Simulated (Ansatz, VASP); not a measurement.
**HfC: VASP beside Ansatz**

INCAR

```
PREC     = Accurate       # precision mode
ENCUT    = 520            # plane-wave cutoff, eV
EDIFF    = 1E-6           # SCF threshold, eV
ISMEAR   = 0              # smearing method
SIGMA    = 0.15           # smearing width, eV
LREAL    = False          # projectors in reciprocal space
LASPH    = True           # aspherical terms in the spheres
NELM     = 80             # most SCF steps
ALGO     = Normal         # electronic algorithm
ISIF     = 2              # what is computed and relaxed
LWAVE    = False          # write WAVECAR
LCHARG   = False          # write CHGCAR
GGA      = PE             # functional
NBANDS   = 14             # bands
```

Contents of KPOINTS:

```
Automatic mesh
0
Gamma
  18 18 18
```

Contents of POSCAR:

```
HfC
1.0
    0.0000000000      2.5575000000      2.3250000000
    2.3250000000      0.0000000000      2.3250000000
    2.3250000000      2.5575000000      0.0000000000
Hf C
1 1
Direct
    0.5000000000      0.5000000000      0.5000000000
    0.0000000000      0.0000000000      0.0000000000
```

Input for Ansatz:

```yaml
crystal:
  lattice:
    - [0.0, 2.5575, 2.325]
    - [2.325, 0.0, 2.325]
    - [2.325, 2.5575, 0.0]
  atoms:
    - { symbol: Hf, position: [0.5, 0.5, 0.5] }
    - { symbol: C, position: [0.0, 0.0, 0.0] }
basis:
  ecutwfc: 420
kpoints:
  mp_grid: { grid: [18, 18, 18] }
hamiltonian:
  xc: pbe
scf:
  occupations: { method: gaussian, width: 0.15 }
output:
  forces: true
  stress: true
  eigenvalues: true
```

Change from the starting cell: strain +0.1000 x Voigt [0, 1, 0, 0, 0, 0], atoms carried along.

Alike in both runs: task single point; functional PBE; k mesh 18 × 18 × 18; occupations gaussian, width 0.15 eV; no spin polarisation.

|  | VASP | Ansatz |
| --- | --- | --- |
| version | VASP 6.6.1 | Ansatz 0.2.0 |
| potentials or method | VASP PAW PBE potentials, release 64 (Hf_pv, C), cutoff 520 eV | scalar-relativistic, plane waves, PAW |
| valence electrons in the cell | 14 | 30 |

Ansatz gave:

```
gap on the k mesh at the Fermi level (eV)                     : none
pressure (GPa)                                                : -15.0
traceless stress, the component that is largest in VASP (GPa) : -13.57
```

Question: Which values does VASP return?

Answer: gap on the k mesh at the Fermi level (eV): none; pressure (GPa): -15.7; traceless stress, the component that is largest in VASP (GPa): -13.61.

A gap of «none» marks a metal or a gap that the smearing closes. VASP's potentials hold 14 valence electrons a cell and Ansatz's 30, so a difference there can come from the potentials and not from the codes.

Neither program's run includes spin-orbit coupling.
